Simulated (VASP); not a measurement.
# Ta2TiSi3 (P-4m2) in VASP: notebook

Ta2TiSi3 is run at these levels: PBE; tasks: single point.

All numbers are computed with VASP 6.6.1; they aren't measurements. Logs are shortened: lines on timing, memory, paths and dates and some standing lists are left out, and cuts for length are marked.

### Step 1. The cell of the first run

It takes space group P-4m2 (No. 115, tetragonal). Conventional cell: a = 3.500 Å, b = 3.500 Å, c = 7.710 Å, α = 90.00°, β = 90.00°, γ = 90.00°. Within 3.3 Å of Ti (site symmetry -4m2) lie 4 Si at 2.47 Å and 4 Ta at 2.71 Å. Within 3.5 Å of Ta (site symmetry 2mm) lie 7 Si at 2.63 to 2.71 Å and 2 Ti at 2.71 Å and 4 Ta at 3.50 Å. Si (site symmetry 2mm) has 5 Ta at 2.63 to 2.68 Å and 10 Si at 3.06 to 3.50 Å and 2 Ti at 3.44 Å within 3.5 Å. Within 3.3 Å of Si (site symmetry -4m2) lie 4 Ti at 2.47 Å and 4 Ta at 2.71 Å.

The cell was built from a structure type or drawn by symmetry, and may not be a known phase.

### Step 2. Single point, PBE

File INCAR:

```
PREC = Accurate
ENCUT = 520
EDIFF = 1E-6
ISMEAR = 0
SIGMA = 0.1
LREAL = F
LASPH = T
NELM = 60
ALGO = Normal
ISIF = 2
LWAVE = F
LCHARG = F
GGA = PE
NBANDS = 32
```

File KPOINTS:

```
regular mesh
0
Gamma
  6 6 2
```

File POSCAR:

```
Ta2TiSi3
1.0
    3.4997369400      0.0000000000      0.0000000000
    0.0000000000      3.4997369400      0.0000000000
    0.0000000000      0.0000000000      7.7102490600
Ti Ta Si
1 2 3
Direct
    0.0000000000      0.0000000000      0.0000000000
    0.0000000000      0.5000000000      0.7315000300
    0.5000000000      0.0000000000      0.2684999700
    0.0000000000      0.5000000000      0.3835000100
    0.5000000000      0.0000000000      0.6164999900
    0.5000000000      0.5000000000      0.0000000000
```

Potentials or basis: VASP PAW PBE potentials, release 64 (Ti_sv, Ta_pv, Si).

The run is started by

```console
$ cat potpaw_PBE.64/Ti_sv/POTCAR potpaw_PBE.64/Ta_pv/POTCAR potpaw_PBE.64/Si/POTCAR > POTCAR
$ mpirun -np 1 vasp_std > vasp.out
```

OUTCAR:

```text
PREC = Accurate
   ENCUT = 520
   EDIFF = 1E-6
   ISMEAR = 0
   LREAL = F
   LASPH = T
   NELM = 60
   ISIF = 2
   GGA = PE

 ion  position               nearest neighbor table
   1  0.000  0.000  0.000-   6 2.47   6 2.47   6 2.47   6 2.47   3 2.71   3 2.71   2 2.71   2 2.71

   2  0.000  0.500  0.732-   5 2.63   5 2.63   5 2.63   5 2.63   4 2.68   1 2.71   6 2.71   6 2.71
                             1 2.71
   3  0.500  0.000  0.268-   4 2.63   4 2.63   4 2.63   4 2.63   5 2.68   6 2.71   1 2.71   6 2.71
                             1 2.71
   4  0.000  0.500  0.384-   3 2.63   3 2.63   3 2.63   3 2.63   2 2.68   5 3.06   5 3.06   5 3.06
                             5 3.06
   5  0.500  0.000  0.616-   2 2.63   2 2.63   2 2.63   2 2.63   3 2.68   4 3.06   4 3.06   4 3.06
                             4 3.06
   6  0.500  0.500  0.000-   1 2.47   1 2.47   1 2.47   1 2.47   3 2.71   3 2.71   2 2.71   2 2.71

  LATTYP: Found a simple tetragonal cell.
 ALAT       =     3.4997369400
 C/A-ratio  =     2.2030938874

  Lattice vectors:

 A1 = (   3.4997369400,   0.0000000000,   0.0000000000)
 A2 = (   0.0000000000,   3.4997369400,   0.0000000000)
 A3 = (   0.0000000000,   0.0000000000,   7.7102490600)

Analysis of symmetry for initial positions (statically):
=====================================================================
 Subroutine PRICEL returns:
 Original cell was already a primitive cell.

 Routine SETGRP: Setting up the symmetry group for a
 simple tetragonal supercell.

 Subroutine GETGRP returns: Found  8 space group operations
 (whereof  8 operations were pure point group operations)
 out of a pool of 16 trial point group operations.

The static configuration has the point symmetry D_2d.

Analysis of symmetry for dynamics (positions and initial velocities):
=====================================================================
 Subroutine PRICEL returns:
 Original cell was already a primitive cell.

 Routine SETGRP: Setting up the symmetry group for a
 simple tetragonal supercell.

 Subroutine GETGRP returns: Found  8 space group operations
 (whereof  8 operations were pure point group operations)
 out of a pool of 16 trial point group operations.

The dynamic configuration has the point symmetry D_2d.

 Subroutine INISYM returns: Found  8 space group operations
 (whereof  8 operations are pure point group operations),
 and found     1 'primitive' translations

----------------------------------------------------------------------------------------

                                     Primitive cell

  volume of cell :      94.4364

  direct lattice vectors                    reciprocal lattice vectors
     3.499736940  0.000000000  0.000000000     0.285735762  0.000000000  0.000000000
     0.000000000  3.499736940  0.000000000     0.000000000  0.285735762  0.000000000
     0.000000000  0.000000000  7.710249060     0.000000000  0.000000000  0.129697496

  length of vectors
     3.499736940  3.499736940  7.710249060     0.285735762  0.285735762  0.129697496

  position of ions in fractional coordinates (direct lattice)
     0.000000000  0.000000000  0.000000000
     0.000000000  0.500000000  0.731500030
     0.500000000  0.000000000  0.268499970
     0.000000000  0.500000000  0.383500010
     0.500000000  0.000000000  0.616499990
     0.500000000  0.500000000  0.000000000

  ion indices of the primitive-cell ions
   primitive index   ion index
                 1           1
                 2           2
                 3           3
                 4           4
                 5           5
                 6           6

----------------------------------------------------------------------------------------

 KPOINTS: regular mesh

Automatic generation of k-mesh.
 Grid dimensions read from file:
 generate k-points for:    6    6    2

 Generating k-lattice:

  Cartesian coordinates                     Fractional coordinates (reciprocal lattice)
     0.047622627  0.000000000  0.000000000     0.166666667  0.000000000  0.000000000
     0.000000000  0.047622627  0.000000000     0.000000000  0.166666667  0.000000000
     0.000000000  0.000000000  0.064848748     0.000000000  0.000000000  0.500000000

  Length of vectors
     0.047622627  0.047622627  0.064848748

  Shift w.r.t. Gamma in fractional coordinates (k-lattice)
     0.000000000  0.000000000  0.000000000

 Subroutine IBZKPT returns following result:
 ===========================================

 Found     20 irreducible k-points:

 Following reciprocal coordinates:
            Coordinates               Weight
  0.000000  0.000000  0.000000      1.000000
  0.166667  0.000000  0.000000      4.000000
  0.333333  0.000000  0.000000      4.000000
  0.500000  0.000000  0.000000      2.000000
  0.166667  0.166667  0.000000      4.000000
  0.333333  0.166667  0.000000      8.000000
[... 12 lines left out ...]
  0.500000  0.333333  0.500000      4.000000
  0.500000  0.500000  0.500000      1.000000
   k-points           NKPTS =     20   k-points in BZ     NKDIM =     20   number of bands    NBANDS=     32
   number of dos      NEDOS =    301   number of ions     NIONS =      6
   total plane-waves  NPLWV =  47040
   dimension x,y,z NGX =    28 NGY =   28 NGZ =   60
   dimension x,y,z NGXF=    56 NGYF=   56 NGZF=  120
   ions per type =               1   2   3
   NGX,Y,Z   is equivalent  to a cutoff of  13.30, 13.30, 12.94 a.u.
   NGXF,Y,Z  is equivalent  to a cutoff of  26.60, 26.60, 25.87 a.u.
 SYSTEM =  unknown system
   PREC   = accura    normal or accurate (medium, high low for compatibility)
   ISTART =      0    job   : 0-new  1-cont  2-samecut
   ICHARG =      2    charge: 1-file 2-atom 10-const
   ISPIN  =      1    spin polarized calculation?
   LNONCOLLINEAR =      F non collinear calculations
   LSORBIT =      F    spin-orbit coupling
   LASPH  =      T    aspherical Exc in radial PAW
   ENCUT  =  520.0 eV  38.22 Ry    6.18 a.u.   6.51  6.51 14.34*2*pi/ulx,y,z
   NELM   =     60;   NELMIN=  2; NELMDL= -5     # of ELM steps
   EDIFF  = 0.1E-05   stopping-criterion for ELM
   LREAL  =      F    real-space projection
   EDIFFG = 0.1E-04   stopping-criterion for IOM
   NSW    =      0    number of steps for IOM
   IBRION =     -1    ionic relax: 0-MD 1-quasi-New 2-CG
   NFREE  =      0    steps in history (QN), initial steepest desc. (CG)
   ISIF   =      2    stress and relaxation
   ISYM   =      2    0-nonsym 1-usesym 2-fastsym
   POTIM  = 0.5000    time-step for ionic-motion
   TEBEG  =    0.0;   TEEND  =   0.0 temperature during run
   PSTRESS=    0.0 pullay stress
   NELECT =      46.0000    total number of electrons
   NUPDOWN=      -1.0000    fix difference up-down
   EMIN   =  10.00;   EMAX   =-10.00  energy-range for DOS
   EFERMI =   0.00;   METHOD = LEGACY
   ISMEAR =     0;   SIGMA  =   0.10  broadening in eV -4-tet -1-fermi 0-gaus
   EFERMI_NEDOS =   21; number of points for ismear=-14 and -15
   IALGO  =     38    algorithm
   IMIX   =      4    mixing-type and parameters
     AMIX     =   0.40;   BMIX     =  1.00
     AMIX_MAG =   1.60;   BMIX_MAG =  1.00
  volume/ion in A,a.u.               =      15.74       106.21
  Fermi-wavevector in a.u.,A,eV,Ry     =   1.288094  2.434146 22.574613  1.659187
  Thomas-Fermi vector in A             =   2.420069
   LORBIT       =      0    0 simple, 1 ext, 2 COOP (PROOUT), +10 PAW based schemes
   GGA     = PE    functional components
   LHFCALC =     F    Hartree Fock is set to
   AEXX    =    0.0000 exact exchange contribution
   IVDW    =     0    specifies the selected vdW correction
   LEPSILON=     F    determine dielectric tensor
   LRPA    =     F    only Hartree local field effects (RPA)
 non-spin polarized calculation
 Gauss-broadening in eV      SIGMA  =   0.10
  energy-cutoff  :      520.00
  volume of cell :       94.44
 maximum number of plane-waves:      2581
 NGX is ok and might be reduce to    28
   NGX = 13   NGY = 13   NGZ = 29

 number of electron      45.9999998 magnetization

 Free energy of the ion-electron system (eV)
  ---------------------------------------------------
  ext. energy  EPLUGINS =         0.00000000
  ---------------------------------------------------
  free energy    TOTEN  =       -48.00284689 eV

  energy without entropy =      -47.98893879  energy(sigma->0) =      -47.99589284

 E-fermi :   7.9294     XC(G=0): -11.8235

 val. band max:        7.8551231339   @ k =   0.5000   0.1667   0.0000
 cond. band min:       7.9353943551   @ k =   0.3333   0.1667   0.5000
 fundamental gap:      0.0802712212
 Fermi energy:         7.9294327498

 k-point     1 :       0.0000    0.0000    0.0000
  band No.  band energies     occupation
      1     -48.5875      2.00000
      2     -26.0495      2.00000
      3     -25.9678      2.00000
      4     -25.9081      2.00000
      5     -25.9081      2.00000
      6     -25.8604      2.00000
[... 24 lines left out ...]
     31      10.3506      0.00000
     32      12.2412      0.00000

 k-point     2 :       0.1667    0.0000    0.0000
  band No.  band energies     occupation
      1     -48.5863      2.00000
      2     -26.0458      2.00000
      3     -25.9774      2.00000
      4     -25.9390      2.00000
      5     -25.9040      2.00000
      6     -25.8915      2.00000
[... 24 lines left out ...]
     31      11.4591      0.00000
     32      12.1735      0.00000
[... 593 lines left out ...]
     31      11.5773      0.00000
     32      11.9352      0.00000

 k-point    20 :       0.5000    0.5000    0.5000
  band No.  band energies     occupation
      1     -48.5780      2.00000
      2     -26.0471      2.00000
      3     -26.0147      2.00000
      4     -26.0123      2.00000
      5     -26.0003      2.00000
      6     -26.0003      2.00000
[... 24 lines left out ...]
     31      11.3785      0.00000
     32      11.7034      0.00000

------------------------ aborting loop because EDIFF is reached ----------------------------------------

  FORCE on cell =-STRESS in cart. coord.  units (eV):
  Direction    XX          YY          ZZ          XY          YZ          ZX
  --------------------------------------------------------------------------------------
  -------------------------------------------------------------------------------------
  Total        6.1054636      6.1054636      4.8172722      0.0000000      0.0000000      0.0000000
  in kB      103.5833658    103.5833658     81.7283184      0.0000000      0.0000000      0.0000000
  external PRESSURE =      96.2983500 kB  Pullay stress =       0.0000000 kB

 VOLUME and BASIS-vectors are now :
 -----------------------------------------------------------------------------
  energy-cutoff  :      520.00
  volume of cell :       94.44
      direct lattice vectors                 reciprocal lattice vectors
     3.499736940  0.000000000  0.000000000     0.285735762  0.000000000  0.000000000
     0.000000000  3.499736940  0.000000000     0.000000000  0.285735762  0.000000000
     0.000000000  0.000000000  7.710249060     0.000000000  0.000000000  0.129697496

 POSITION                                       TOTAL-FORCE (eV/Angst)
 -----------------------------------------------------------------------------------
      0.00000      0.00000      0.00000        -0.000000      0.000000      0.000000
      0.00000      1.74987      5.64005         0.000000     -0.000000      0.211739
      1.74987      0.00000      2.07020         0.000000      0.000000     -0.211739
      0.00000      1.74987      2.95688         0.000000      0.000000      0.110305
      1.74987      0.00000      4.75337         0.000000      0.000000     -0.110305
      1.74987      1.74987      0.00000         0.000000     -0.000000      0.000000
 -----------------------------------------------------------------------------------
    total drift:                               -0.000000     -0.000000      0.000000

  FREE ENERGIE OF THE ION-ELECTRON SYSTEM (eV)
  ---------------------------------------------------
  free  energy   TOTEN  =       -48.0028468946 eV

  energy  without entropy=      -47.9889387932  energy(sigma->0) =      -47.99589284
```

It took 89 s on 1 thread of Intel Xeon 8259CL, shared host; peak memory 0.24 GiB.

Results:

| Property | Result |
| --- | --- |
| Free energy | -48.0028 eV |
| Pressure | 9.6 GPa |
| Largest force | 0.212 eV/Å |
| Band gap on the k mesh | zero (bands 23 and 24 overlap by 0.64 eV) |

Forces in eV/Å, atoms in the order of the input:
```
Ti   0.000  0.000  0.000
Ta   0.000  0.000  0.212
Ta   0.000  0.000 -0.212
Si   0.000  0.000  0.110
Si   0.000  0.000 -0.110
Si   0.000  0.000  0.000
```

Stress tensor (GPa, compression positive):
```
10.36  0.00  0.00
 0.00 10.36  0.00
 0.00  0.00  8.17
```

Levels at points of the mesh, in eV from the Fermi level:
```csv
k point,band 19,band 20,band 21,band 22,band 23,band 24,band 25,band 26,band 27,band 28
"(0.00, 0.00, 0.00)",-1.33,-0.70,-0.52,-0.52,0.25,0.62,0.62,1.77,1.90,2.18
"(0.50, 0.00, 0.00)",-2.21,-1.58,-1.15,-0.52,0.24,0.49,1.61,2.00,2.11,2.59
"(0.50, 0.50, 0.00)",-2.52,-2.20,-1.21,-0.89,-0.81,0.81,1.09,1.09,1.91,2.28
"(0.00, 0.00, 0.50)",-1.34,-0.43,-0.43,0.28,0.44,0.46,0.46,0.65,1.36,1.70
"(0.50, 0.00, 0.50)",-1.52,-1.43,-0.96,-0.81,-0.31,-0.21,1.49,1.51,2.19,2.31
"(0.50, 0.50, 0.50)",-1.27,-1.01,-1.01,-0.84,-0.81,0.29,0.29,0.85,1.98,2.30
```

Caveat: the k points lie up to 0.41 Å⁻¹ apart, too coarse for converged energies and pressures of a metal; spin-orbit coupling is left out, which moves the levels of the heavy elements.

(Part 1 of 2 ends here.)
